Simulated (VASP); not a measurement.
Set up this calculation in VASP 6.6.1, as the native input.

```
Task                   : single point
Functional             : PBE
Potentials or basis    : VASP PAW PBE potentials, release 64 (W_sv, C)
Cutoff                 : 520 eV
k mesh                 : 9 × 9 × 1
Occupations            : gaussian, width 0.1 eV
Spin                   : no spin polarisation
Dipole correction      : yes
Further INCAR settings : ALGO = Normal; EDIFF = 1e-06; NBANDS = 31
```

The structure of W3C lies in POSCAR:

```
W3C
1.0
    2.8545944806      0.0000000000      0.0000000000
   -1.4272972403      2.4721513377      0.0000000000
    0.0000000000      0.0000000000     21.6971108210
W C
3 1
Direct
    0.6666666667      0.3333333333      0.1843563428
    0.3333333333      0.6666666667      0.2926027619
    0.0000000000      0.0000000000      0.4008418859
    0.6666666667     -0.6666666667      0.5911898099
```

The input as run:

INCAR

```
PREC     = Accurate       # precision mode
ENCUT    = 520            # plane-wave cutoff, eV
EDIFF    = 1E-6           # SCF threshold, eV
ISMEAR   = 0              # smearing method
SIGMA    = 0.1            # smearing width, eV
LREAL    = False          # projectors in reciprocal space
LASPH    = True           # aspherical terms in the spheres
NELM     = 100            # most SCF steps
ALGO     = Normal         # electronic algorithm
ISIF     = 2              # what is computed and relaxed
LWAVE    = False          # write WAVECAR
LCHARG   = False          # write CHGCAR
LDIPOL   = True         
IDIPOL   = 3            
DIPOL    = 0.5 0.5 0.367
GGA      = PE             # functional
NBANDS   = 31             # bands
```

KPOINTS

```
Automatic mesh
0
Gamma
  9 9 1
```

Potentials or basis: VASP PAW PBE potentials, release 64 (W_sv, C).

Command:

```console
$ cat potpaw_PBE.64/W_sv/POTCAR potpaw_PBE.64/C/POTCAR > POTCAR
$ mpirun -np 1 vasp_std > vasp.out
```

Results of the run:

- Largest force: 0.242 eV/Å
- Band gap on the k mesh: zero (bands 23 and 24 overlap by 1.21 eV)

Caveat: spin-orbit coupling is left out, which moves the levels of the heavy elements.

Wall time 4.5 min on 1 thread of Intel Xeon 8259CL (shared host), peak memory 0.31 GiB.
